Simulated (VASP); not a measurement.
# Be2Sn (Fm-3m) in VASP: single point with PBE

Aim: the single point of Be2Sn with PBE.

All numbers are computed with VASP 6.6.1; they aren't measurements. Logs are shortened: lines on timing, memory, paths and dates and some standing lists are left out, and cuts for length are marked.

**1. The cell of the first run**

The structure is cubic, space group Fm-3m (No. 225). Conventional cell: a = 5.803 Å, b = 5.803 Å, c = 5.803 Å, α = 90.00°, β = 90.00°, γ = 90.00°. Within 3.3 Å of Sn (site symmetry m-3m) lie 8 Be at 2.51 Å. Be (site symmetry -43m) has 4 Sn at 2.51 Å and 6 Be at 2.90 Å within 3.3 Å.

**2. Single point, PBE**

INCAR reads:

```
PREC = Accurate
ENCUT = 520
EDIFF = 1E-6
ISMEAR = -1
SIGMA = 0.02
LREAL = False
LASPH = True
NELM = 100
ALGO = Normal
ISIF = 2
LWAVE = False
LCHARG = True
GGA = PE
LELF = True
LVHAR = True
NBANDS = 16
```

KPOINTS reads:

```
Automatic mesh
0
Gamma
  6 6 6
```

POSCAR reads:

```
Be2Sn
1.0
    0.0000000000      2.9015655568      2.9015655568
    2.9015655568      0.0000000000      2.9015655568
    2.9015655568      2.9015655568      0.0000000000
Sn Be
1 2
Direct
    0.0000000000      0.0000000000      0.0000000000
    0.2500000000      0.2500000000      0.2500000000
    0.7500000000      0.7500000000      0.7500000000
```

Potentials or basis: VASP PAW PBE potentials, release 64 (Sn_d, Be).

On the command line:

```sh
cat potpaw_PBE.64/Sn_d/POTCAR potpaw_PBE.64/Be/POTCAR > POTCAR
mpirun -np 1 vasp_std > vasp.out
```

OUTCAR:

```text
PREC = Accurate
   ENCUT = 520
   EDIFF = 1E-6
   ISMEAR = -1
   LREAL = False
   LASPH = True
   NELM = 100
   ISIF = 2
   GGA = PE

 ion  position               nearest neighbor table
   1  0.000  0.000  0.000-   2 2.51   3 2.51   3 2.51   3 2.51   3 2.51   2 2.51   2 2.51   2 2.51

   2  0.250  0.250  0.250-   1 2.51   1 2.51   1 2.51   1 2.51
   3  0.750  0.750  0.750-   1 2.51   1 2.51   1 2.51   1 2.51

  LATTYP: Found a face centered cubic cell.
 ALAT       =     5.8031311136

  Lattice vectors:

 A1 = (   0.0000000000,   2.9015655568,   2.9015655568)
 A2 = (   2.9015655568,   0.0000000000,   2.9015655568)
 A3 = (   2.9015655568,   2.9015655568,   0.0000000000)

Analysis of symmetry for initial positions (statically):
=====================================================================
 Subroutine PRICEL returns:
 Original cell was already a primitive cell.

 Routine SETGRP: Setting up the symmetry group for a
 face centered cubic supercell.

 Subroutine GETGRP returns: Found 48 space group operations
 (whereof 48 operations were pure point group operations)
 out of a pool of 48 trial point group operations.

The static configuration has the point symmetry O_h .

Analysis of symmetry for dynamics (positions and initial velocities):
=====================================================================
 Subroutine PRICEL returns:
 Original cell was already a primitive cell.

 Routine SETGRP: Setting up the symmetry group for a
 face centered cubic supercell.

 Subroutine GETGRP returns: Found 48 space group operations
 (whereof 48 operations were pure point group operations)
 out of a pool of 48 trial point group operations.

The dynamic configuration has the point symmetry O_h .

 Subroutine INISYM returns: Found 48 space group operations
 (whereof 48 operations are pure point group operations),
 and found     1 'primitive' translations

----------------------------------------------------------------------------------------

                                     Primitive cell

[... 68 lines left out ...]
   dimension x,y,z NGX =    32 NGY =   32 NGZ =   32
   dimension x,y,z NGXF=    64 NGYF=   64 NGZF=   64
   ions per type =               1   2
   NGX,Y,Z   is equivalent  to a cutoff of  12.96, 12.96, 12.96 a.u.
   NGXF,Y,Z  is equivalent  to a cutoff of  25.93, 25.93, 25.93 a.u.
 SYSTEM =  unknown system
   PREC   = accura    normal or accurate (medium, high low for compatibility)
   ISTART =      0    job   : 0-new  1-cont  2-samecut
   ICHARG =      2    charge: 1-file 2-atom 10-const
   ISPIN  =      1    spin polarized calculation?
   LNONCOLLINEAR =      F non collinear calculations
   LSORBIT =      F    spin-orbit coupling
   LASPH  =      T    aspherical Exc in radial PAW
   ENCUT  =  520.0 eV  38.22 Ry    6.18 a.u.   7.63  7.63  7.63*2*pi/ulx,y,z
   NELM   =    100;   NELMIN=  2; NELMDL= -5     # of ELM steps
   EDIFF  = 0.1E-05   stopping-criterion for ELM
   LREAL  =      F    real-space projection
[... 7 lines left out ...]
   TEBEG  =    0.0;   TEEND  =   0.0 temperature during run
   PSTRESS=    0.0 pullay stress
   NELECT =      18.0000    total number of electrons
   NUPDOWN=      -1.0000    fix difference up-down
   EMIN   =  10.00;   EMAX   =-10.00  energy-range for DOS
   EFERMI =   0.00;   METHOD = LEGACY
   ISMEAR =    -1;   SIGMA  =   0.02  broadening in eV -4-tet -1-fermi 0-gaus
   EFERMI_NEDOS =   21; number of points for ismear=-14 and -15
   IALGO  =     38    algorithm
   IMIX   =      4    mixing-type and parameters
     AMIX     =   0.40;   BMIX     =  1.00
     AMIX_MAG =   1.60;   BMIX_MAG =  1.00
  volume/ion in A,a.u.               =      16.29       109.90
  Fermi-wavevector in a.u.,A,eV,Ry     =   1.173609  2.217799 18.740081  1.377357
  Thomas-Fermi vector in A             =   2.310019
   LORBIT       =      0    0 simple, 1 ext, 2 COOP (PROOUT), +10 PAW based schemes
   GGA     = PE    functional components
   LHFCALC =     F    Hartree Fock is set to
   AEXX    =    0.0000 exact exchange contribution
   IVDW    =     0    specifies the selected vdW correction
   LEPSILON=     F    determine dielectric tensor
   LRPA    =     F    only Hartree local field effects (RPA)
 non-spin polarized calculation
  energy-cutoff  :      520.00
  volume of cell :       48.86
 maximum number of plane-waves:      1363
 NGX is ok and might be reduce to    32
   NGX = 15   NGY = 15   NGZ = 15

 number of electron      17.9999994 magnetization

 Free energy of the ion-electron system (eV)
  ---------------------------------------------------
  ext. energy  EPLUGINS =         0.00000000
  ---------------------------------------------------
  free energy    TOTEN  =        -9.69197897 eV

  energy without entropy =       -9.68939459  energy(sigma->0) =       -9.69068678

 E-fermi :   6.6577     XC(G=0):  -9.8539

 val. band max:        6.6454559780   @ k =  -0.1667   0.1667   0.0000
 cond. band min:       6.9898030093   @ k =   0.5000   0.3333   0.0000
 fundamental gap:      0.3443470313
 Fermi energy:         6.6576900005

 k-point     1 :       0.0000    0.0000    0.0000
  band No.  band energies     occupation
      1     -14.7146      2.00000
      2     -14.7146      2.00000
      3     -14.7146      2.00000
      4     -14.6264      2.00000
      5     -14.6264      2.00000
      6      -4.3488      2.00000
[... 281 lines left out ...]
      3     -14.6711      2.00000
      4     -14.6380      2.00000
      5     -14.6164      2.00000
      6      -1.2783      2.00000
[... 8 lines left out ...]
     15      14.3151      0.00000
     16      17.8560      0.00000

------------------------ aborting loop because EDIFF is reached ----------------------------------------

  FORCE on cell =-STRESS in cart. coord.  units (eV):
  Direction    XX          YY          ZZ          XY          YZ          ZX
  --------------------------------------------------------------------------------------
  -------------------------------------------------------------------------------------
  Total        0.0823570      0.0823570      0.0823570      0.0000000     -0.0000000      0.0000000
  in kB        2.7007472      2.7007472      2.7007472      0.0000000     -0.0000000      0.0000000
  external PRESSURE =       2.7007472 kB  Pullay stress =       0.0000000 kB

 VOLUME and BASIS-vectors are now :
 -----------------------------------------------------------------------------
  energy-cutoff  :      520.00
  volume of cell :       48.86
      direct lattice vectors                 reciprocal lattice vectors
     0.000000000  2.901565557  2.901565557    -0.172320766  0.172320766  0.172320766
     2.901565557  0.000000000  2.901565557     0.172320766 -0.172320766  0.172320766
     2.901565557  2.901565557  0.000000000     0.172320766  0.172320766 -0.172320766

 POSITION                                       TOTAL-FORCE (eV/Angst)
 -----------------------------------------------------------------------------------
      0.00000      0.00000      0.00000        -0.000000     -0.000000     -0.000000
      1.45078      1.45078      1.45078        -0.000000     -0.000000     -0.000000
      4.35235      4.35235      4.35235         0.000000      0.000000      0.000000
 -----------------------------------------------------------------------------------
    total drift:                                0.000000     -0.000000      0.000000

  FREE ENERGIE OF THE ION-ELECTRON SYSTEM (eV)
  ---------------------------------------------------
  free  energy   TOTEN  =        -9.6919789702 eV

  energy  without entropy=       -9.6893945915  energy(sigma->0) =       -9.69068678
```

OSZICAR:

```text
N       E                     dE             d eps       ncg     rms          rms(c)
DAV:   1     0.101086507171E+03    0.10109E+03   -0.87397E+03   512   0.138E+03
DAV:   2    -0.185237850710E+01   -0.10294E+03   -0.99952E+02   552   0.352E+02
DAV:   3    -0.959139550638E+01   -0.77390E+01   -0.76940E+01   688   0.804E+01
DAV:   4    -0.976647915896E+01   -0.17508E+00   -0.17506E+00   616   0.135E+01
DAV:   5    -0.977244207356E+01   -0.59629E-02   -0.59629E-02   712   0.238E+00    0.357E+00
DAV:   6    -0.971165808844E+01    0.60784E-01   -0.48689E-02   688   0.329E+00    0.203E+00
DAV:   7    -0.969145184599E+01    0.20206E-01   -0.31906E-02   672   0.250E+00    0.224E-01
DAV:   8    -0.969174978441E+01   -0.29794E-03   -0.39856E-03   616   0.724E-01    0.790E-02
DAV:   9    -0.969195284051E+01   -0.20306E-03   -0.28548E-04   624   0.136E-01    0.104E-02
DAV:  10    -0.969197556141E+01   -0.22721E-04   -0.24413E-05   672   0.316E-02    0.495E-03
DAV:  11    -0.969197932319E+01   -0.37618E-05   -0.65004E-06   616   0.170E-02    0.101E-03
DAV:  12    -0.969197897023E+01    0.35295E-06   -0.42440E-07   560   0.869E-03
   1 F= -.96919790E+01 E0= -.96906868E+01  d E =-.258438E-02
```

It took 22 s on 1 thread of AMD EPYC 7R43 (Zen 3), shared host; peak memory 0.14 GiB.

Results:

```yaml
Free_energy: -9.6920 eV
Pressure: 0.3 GPa
Band_gap_on_the_k_mesh: zero (band 9 reaches 7.66 eV, above the bottom of band 10 at 6.40 eV)
```

Caveat: spin-orbit coupling is left out, which moves the levels of the heavy elements.
